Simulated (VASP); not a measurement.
Runs of VASP 6.6.1 on Ag2As. The structure is that of space group P6/mmm (No. 191), or close to it. The cells are those of the table. The cell was generated, and may not be a known phase.

```tsv
task	cell	k mesh	cutoff (eV)	gap on the mesh (eV)	pressure (GPa)	relaxed volume (Å³/atom)
relaxation of cell and atoms	relaxed from a = 4.838, b = 4.838, c = 2.797 Å, angles 90.0, 90.0, 120.0°, 3 atoms	12 × 12 × 16	600	none	0.0	(a)
single point	a = 4.838, b = 4.838, c = 2.797 Å, angles 90.0, 90.0, 120.0°, 3 atoms	6 × 6 × 6	520	none	-0.1	-
relaxation of cell and atoms	relaxed from a = 4.675, b = 4.675, c = 3.053 Å, angles 90.0, 90.0, 120.0°, 3 atoms	6 × 6 × 6	600	none	0.3	18.82
single point	a = 4.805, b = 4.805, c = 2.850 Å, angles 90.0, 90.0, 120.0°, 3 atoms	12 × 12 × 16	520	none	-0.1	-
```

Alike in all rows: level PBE; potentials or basis VASP PAW PBE potentials, release 64 (Ag, As); no spin polarisation; smearing gaussian 0.1 eV.

Estimate the missing entries.

(a) 18.97.

Caveats: some runs use coarse meshes.

A k mesh can miss the band edges, and the runs leave out spin-orbit coupling on Ag, As.

A gap of «none» marks levels without a gap at the run's occupations.
